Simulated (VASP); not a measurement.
# LiCl (Pm-3m) in VASP: notebook, part 2 of 2

VASP 6.6.1. Earlier steps stand in the parts before.

### Step 4. Single point, PBEsol

INCAR reads:

```
SYSTEM = LiCl
PREC     = Accurate       ! precision mode
ENCUT    = 750            ! plane-wave cutoff, eV
EDIFF    = 1E-6           ! SCF threshold, eV
ISMEAR   = -1             ! smearing method
SIGMA    = 0.05           ! smearing width, eV
LREAL    = .False.        ! projectors in reciprocal space
LASPH    = .True.         ! aspherical terms in the spheres
NELM     = 120            ! most SCF steps
ALGO     = Normal         ! electronic algorithm
ISIF     = 2              ! what is computed and relaxed
LWAVE    = .False.        ! write WAVECAR
LCHARG   = .False.        ! write CHGCAR
GGA      = PS             ! functional
NBANDS   = 12             ! bands
GGA_COMPAT= .False.
```

KPOINTS reads:

```
regular mesh
0
Gamma
  6 6 6
  0 0 0
```

POSCAR reads:

```
LiCl
1.0
    3.2711235777      0.0000000000      0.0000000000
    0.0000000000      3.2711235777      0.0000000000
    0.0000000000      0.0000000000      3.2711235777
Li Cl
1 1
Direct
    0.0000000000      0.0000000000      0.0000000000
    0.5000000000      0.5000000000      0.5000000000
```

Potentials or basis: VASP PAW PBE potentials, release 64 (Li_sv, Cl).

Run with:

```
$ cat potpaw_PBE.64/Li_sv/POTCAR potpaw_PBE.64/Cl/POTCAR > POTCAR
$ mpirun -np 1 vasp_std > vasp.out
```

OUTCAR:

```text
SYSTEM = LiCl
   PREC = Accurate
   ENCUT = 750
   EDIFF = 1E-6
   ISMEAR = -1
   LREAL = .False.
   LASPH = .True.
   NELM = 120
   ISIF = 2
   GGA = PS

 ion  position               nearest neighbor table
   1  0.000  0.000  0.000-
   2  0.500  0.500  0.500-

  LATTYP: Found a simple cubic cell.
 ALAT       =     3.2711235777

  Lattice vectors:

 A1 = (   3.2711235777,   0.0000000000,   0.0000000000)
 A2 = (   0.0000000000,   3.2711235777,   0.0000000000)
 A3 = (   0.0000000000,   0.0000000000,   3.2711235777)

Analysis of symmetry for initial positions (statically):
=====================================================================
 Subroutine PRICEL returns:
 Original cell was already a primitive cell.

 Routine SETGRP: Setting up the symmetry group for a
 simple cubic supercell.

 Subroutine GETGRP returns: Found 48 space group operations
 (whereof 48 operations were pure point group operations)
 out of a pool of 48 trial point group operations.

The static configuration has the point symmetry O_h .

Analysis of symmetry for dynamics (positions and initial velocities):
=====================================================================
 Subroutine PRICEL returns:
 Original cell was already a primitive cell.

 Routine SETGRP: Setting up the symmetry group for a
 simple cubic supercell.

 Subroutine GETGRP returns: Found 48 space group operations
 (whereof 48 operations were pure point group operations)
 out of a pool of 48 trial point group operations.

The dynamic configuration has the point symmetry O_h .

 Subroutine INISYM returns: Found 48 space group operations
 (whereof 48 operations are pure point group operations),
 and found     1 'primitive' translations

----------------------------------------------------------------------------------------

                                     Primitive cell

  volume of cell :      35.0018

  direct lattice vectors                    reciprocal lattice vectors
     3.271123578  0.000000000  0.000000000     0.305705357  0.000000000  0.000000000
     0.000000000  3.271123578  0.000000000     0.000000000  0.305705357  0.000000000
     0.000000000  0.000000000  3.271123578     0.000000000  0.000000000  0.305705357

  length of vectors
     3.271123578  3.271123578  3.271123578     0.305705357  0.305705357  0.305705357

  position of ions in fractional coordinates (direct lattice)
     0.000000000  0.000000000  0.000000000
     0.500000000  0.500000000  0.500000000

  ion indices of the primitive-cell ions
   primitive index   ion index
                 1           1
                 2           2

----------------------------------------------------------------------------------------

 KPOINTS: regular mesh

Automatic generation of k-mesh.
 Grid dimensions read from file:
 generate k-points for:    6    6    6

 Generating k-lattice:

  Cartesian coordinates                     Fractional coordinates (reciprocal lattice)
     0.050950893  0.000000000  0.000000000     0.166666667  0.000000000  0.000000000
     0.000000000  0.050950893  0.000000000     0.000000000  0.166666667  0.000000000
     0.000000000  0.000000000  0.050950893     0.000000000  0.000000000  0.166666667

  Length of vectors
     0.050950893  0.050950893  0.050950893

  Shift w.r.t. Gamma in fractional coordinates (k-lattice)
     0.000000000  0.000000000  0.000000000

 Subroutine IBZKPT returns following result:
 ===========================================

 Found     20 irreducible k-points:

 Following reciprocal coordinates:
            Coordinates               Weight
  0.000000  0.000000  0.000000      1.000000
  0.166667  0.000000  0.000000      6.000000
  0.333333  0.000000  0.000000      6.000000
  0.500000  0.000000  0.000000      3.000000
  0.166667  0.166667  0.000000     12.000000
  0.333333  0.166667  0.000000     24.000000
[... 12 lines left out ...]
  0.500000  0.500000  0.333333      6.000000
  0.500000  0.500000  0.500000      1.000000
   k-points           NKPTS =     20   k-points in BZ     NKDIM =     20   number of bands    NBANDS=     12
   number of dos      NEDOS =    301   number of ions     NIONS =      2
   total plane-waves  NPLWV =  27000
   dimension x,y,z NGX =    30 NGY =   30 NGZ =   30
   dimension x,y,z NGXF=    60 NGYF=   60 NGZF=   60
   ions per type =               1   1
   NGX,Y,Z   is equivalent  to a cutoff of  15.25, 15.25, 15.25 a.u.
   NGXF,Y,Z  is equivalent  to a cutoff of  30.49, 30.49, 30.49 a.u.
 SYSTEM =  LiCl
   PREC   = accura    normal or accurate (medium, high low for compatibility)
   ISTART =      0    job   : 0-new  1-cont  2-samecut
   ICHARG =      2    charge: 1-file 2-atom 10-const
   ISPIN  =      1    spin polarized calculation?
   LNONCOLLINEAR =      F non collinear calculations
   LSORBIT =      F    spin-orbit coupling
   LASPH  =      T    aspherical Exc in radial PAW
   ENCUT  =  750.0 eV  55.12 Ry    7.42 a.u.   7.30  7.30  7.30*2*pi/ulx,y,z
   NELM   =    120;   NELMIN=  2; NELMDL= -5     # of ELM steps
   EDIFF  = 0.1E-05   stopping-criterion for ELM
   LREAL  =      F    real-space projection
   EDIFFG = 0.1E-04   stopping-criterion for IOM
   NSW    =      0    number of steps for IOM
   IBRION =     -1    ionic relax: 0-MD 1-quasi-New 2-CG
   NFREE  =      0    steps in history (QN), initial steepest desc. (CG)
   ISIF   =      2    stress and relaxation
   ISYM   =      2    0-nonsym 1-usesym 2-fastsym
   POTIM  = 0.5000    time-step for ionic-motion
   TEBEG  =    0.0;   TEEND  =   0.0 temperature during run
   PSTRESS=    0.0 pullay stress
   NELECT =      10.0000    total number of electrons
   NUPDOWN=      -1.0000    fix difference up-down
   EMIN   =  10.00;   EMAX   =-10.00  energy-range for DOS
   EFERMI =   0.00;   METHOD = LEGACY
   ISMEAR =    -1;   SIGMA  =   0.05  broadening in eV -4-tet -1-fermi 0-gaus
   EFERMI_NEDOS =   21; number of points for ismear=-14 and -15
   IALGO  =     38    algorithm
   IMIX   =      4    mixing-type and parameters
     AMIX     =   0.40;   BMIX     =  1.00
     AMIX_MAG =   1.60;   BMIX_MAG =  1.00
  volume/ion in A,a.u.               =      17.50       118.10
  Fermi-wavevector in a.u.,A,eV,Ry     =   1.078230  2.037558 15.817846  1.162579
  Thomas-Fermi vector in A             =   2.214163
   LORBIT       =      0    0 simple, 1 ext, 2 COOP (PROOUT), +10 PAW based schemes
   GGA     = PS    functional components
   LHFCALC =     F    Hartree Fock is set to
   AEXX    =    0.0000 exact exchange contribution
   IVDW    =     0    specifies the selected vdW correction
   LEPSILON=     F    determine dielectric tensor
   LRPA    =     F    only Hartree local field effects (RPA)
 non-spin polarized calculation
  energy-cutoff  :      750.00
  volume of cell :       35.00
 maximum number of plane-waves:      1654
 NGX is ok and might be reduce to    30
   NGX = 15   NGY = 15   NGZ = 15

 number of electron      10.0000000 magnetization

 number of electron       9.9999999 magnetization

 Free energy of the ion-electron system (eV)
  ---------------------------------------------------
  ext. energy  EPLUGINS =         0.00000000
  ---------------------------------------------------
  free energy    TOTEN  =        -7.09216442 eV

  energy without entropy =       -7.09216442  energy(sigma->0) =       -7.09216442

 E-fermi :   2.5510     XC(G=0):  -8.7754

 val. band max:        1.5071008436   @ k =   0.5000   0.5000   0.0000
 cond. band min:       5.7742779151   @ k =   0.0000   0.0000   0.0000
 fundamental gap:      4.2671770715
 Fermi energy:         2.5510247060

 k-point     1 :       0.0000    0.0000    0.0000
  band No.  band energies     occupation
      1     -43.0703      2.00000
      2     -12.7326      2.00000
      3       0.6776      2.00000
      4       0.6776      2.00000
      5       0.6776      2.00000
      6       5.7743      0.00000
      7      10.0260      0.00000
      8      10.0260      0.00000
      9      14.6746      0.00000
     10      14.6746      0.00000
     11      14.6746      0.00000
     12      18.5297      0.00000
[... 271 lines left out ...]
 k-point    20 :       0.5000    0.5000    0.5000
  band No.  band energies     occupation
      1     -43.0620      2.00000
      2     -11.2410      2.00000
      3      -1.0083      2.00000
      4      -1.0083      2.00000
      5      -1.0083      2.00000
      6       6.5558      0.00000
      7       6.5558      0.00000
      8       6.5558      0.00000
      9      13.4755      0.00000
     10      19.9666      0.00000
     11      19.9666      0.00000
     12      19.9666      0.00000

------------------------ aborting loop because EDIFF is reached ----------------------------------------

  FORCE on cell =-STRESS in cart. coord.  units (eV):
  Direction    XX          YY          ZZ          XY          YZ          ZX
  --------------------------------------------------------------------------------------
  -------------------------------------------------------------------------------------
  Total       -0.2759662     -0.2759662     -0.2759662      0.0000000      0.0000000      0.0000000
  in kB      -12.6321041    -12.6321041    -12.6321041      0.0000000      0.0000000      0.0000000
  external PRESSURE =     -12.6321041 kB  Pullay stress =       0.0000000 kB

 VOLUME and BASIS-vectors are now :
 -----------------------------------------------------------------------------
  energy-cutoff  :      750.00
  volume of cell :       35.00
      direct lattice vectors                 reciprocal lattice vectors
     3.271123578  0.000000000  0.000000000     0.305705357  0.000000000  0.000000000
     0.000000000  3.271123578  0.000000000     0.000000000  0.305705357  0.000000000
     0.000000000  0.000000000  3.271123578     0.000000000  0.000000000  0.305705357

 POSITION                                       TOTAL-FORCE (eV/Angst)
 -----------------------------------------------------------------------------------
      0.00000      0.00000      0.00000         0.000000      0.000000      0.000000
      1.63556      1.63556      1.63556         0.000000      0.000000      0.000000
 -----------------------------------------------------------------------------------
    total drift:                                0.000000      0.000000     -0.000000

  FREE ENERGIE OF THE ION-ELECTRON SYSTEM (eV)
  ---------------------------------------------------
  free  energy   TOTEN  =        -7.0921644172 eV

  energy  without entropy=       -7.0921644172  energy(sigma->0) =       -7.09216442
```

Wall time 24 s (1 thread of AMD EPYC 7R13, shared host); peak memory 0.13 GiB.

What came out:

```
Free energy            : -7.0922 eV
Pressure               : -1.3 GPa
Band gap on the k mesh : 4.27 eV, indirect (least direct gap 5.08 eV)
```

Caveat: the PAW data sets were made with another functional, which shifts forces and pressure a little. A k mesh can miss the band edges.

### Step 5. Single point, PBEsol

INCAR reads:

```
SYSTEM = LiCl
ALGO = Normal
EDIFF = 1E-6
ENCUT = 750
GGA = PS
GGA_COMPAT = .False.
ISIF = 2
ISMEAR = 1
LASPH = .True.
LCHARG = .False.
LREAL = .False.
LWAVE = .False.
NBANDS = 12
NELM = 120
PREC = Accurate
SIGMA = 0.05
```

KPOINTS reads:

```
k-points
0
Gamma
  6 6 6
  0 0 0
```

POSCAR is that of step 4.

Run with:

```
$ cat potpaw_PBE.64/Li_sv/POTCAR potpaw_PBE.64/Cl/POTCAR > POTCAR
$ mpirun -np 1 vasp_std > vasp.out
```

It took 22 s on 1 thread of AMD EPYC 7R13, shared host; peak memory 0.13 GiB.

Results (log left out):

```yaml
Free_energy: -7.0921 eV
Pressure: -1.3 GPa
Band_gap_on_the_k_mesh: 4.27 eV, indirect (least direct gap 5.08 eV)
```

Levels at points of the mesh, in eV from the valence-band top:
| k point | band 2 | band 3 | band 4 | band 5 | band 6 | band 7 | band 8 | band 9 |
| --- | --- | --- | --- | --- | --- | --- | --- | --- |
| (0.00, 0.00, 0.00) | -14.24 | -0.83 | -0.83 | -0.83 | 4.27 | 8.52 | 8.52 | 13.17 |
| (0.50, 0.00, 0.00) | -13.72 | -4.02 | -0.35 | -0.35 | 5.70 | 9.40 | 10.16 | 10.16 |
| (0.50, 0.50, 0.00) | -13.20 | -3.39 | -3.39 | 0.00 | 5.08 | 9.71 | 9.71 | 10.50 |
| (0.50, 0.50, 0.50) | -12.75 | -2.52 | -2.52 | -2.52 | 5.05 | 5.05 | 5.05 | 11.97 |

Caveat: the PAW data sets were made with another functional, which shifts forces and pressure a little.

### Step 6. Overview

| smearing | gap on the mesh (eV) | pressure (GPa) |
| --- | --- | --- |
| methfessel-paxton 0.2 eV | 4.27 | -1.3 |
| gaussian 0.001 eV | 4.27 | -1.3 |
| fermi-dirac 0.05 eV | 4.27 | -1.3 |
| methfessel-paxton 0.05 eV | 4.27 | -1.3 |

Alike in all rows: task single point; level PBEsol; potentials or basis VASP PAW PBE potentials, release 64 (Li_sv, Cl); no spin polarisation; cell as given; k mesh 6 × 6 × 6; cutoff (eV) 750.

On the cell as given the gap runs from 4.27 eV (PBEsol) to 4.27 eV (PBEsol).

Caveats: the PAW data sets were made with another functional, which shifts forces and pressure a little.

Total energies depend on the potentials used, so only differences within one code and one set of settings carry meaning.
